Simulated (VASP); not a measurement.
A run of VASP 6.6.1 is set up as follows.

INCAR

```
SYSTEM = Al
ALGO     = Normal         ! electronic algorithm
EDIFF    = 1E-6           ! SCF threshold, eV
ENCUT    = 500            ! plane-wave cutoff, eV
GGA      = PE             ! functional
GGA_COMPAT= .False.      
ISIF     = 2              ! what is computed and relaxed
ISMEAR   = 0              ! smearing method
IVDW     = 12             ! dispersion correction
LASPH    = .True.         ! aspherical terms in the spheres
LCHARG   = .True.         ! write CHGCAR
LELF     = .True.         ! ELF
LREAL    = .False.        ! projectors in reciprocal space
LVHAR    = .True.       
LWAVE    = .False.        ! write WAVECAR
NBANDS   = 8              ! bands
NELM     = 120            ! most SCF steps
PREC     = Accurate       ! precision mode
SIGMA    = 0.1            ! smearing width, eV
```

The input KPOINTS:

```
k-points
0
Gamma
  18 18 18
  0 0 0
```

POSCAR

```
Al
1.0
    0.0000000000      2.0491399746      2.0491399746
    2.0491399746      0.0000000000      2.0491399746
    2.0491399746      2.0491399746      0.0000000000
Al
1
Direct
    0.0000000000      0.0000000000      0.0000000000
```

Potentials or basis: VASP PAW PBE potentials, release 64 (Al).

Run with:

```console
$ cat potpaw_PBE.64/Al/POTCAR > POTCAR
$ mpirun -np 1 vasp_std > vasp.out
```

(1) Estimate the dispersion energy per atom.

(2) Predict the pressure.

Answers

(1) -0.322 eV.

(2) -6.1 GPa.

Caveat: pairwise dispersion overbinds metals, which lowers pressure and volume.
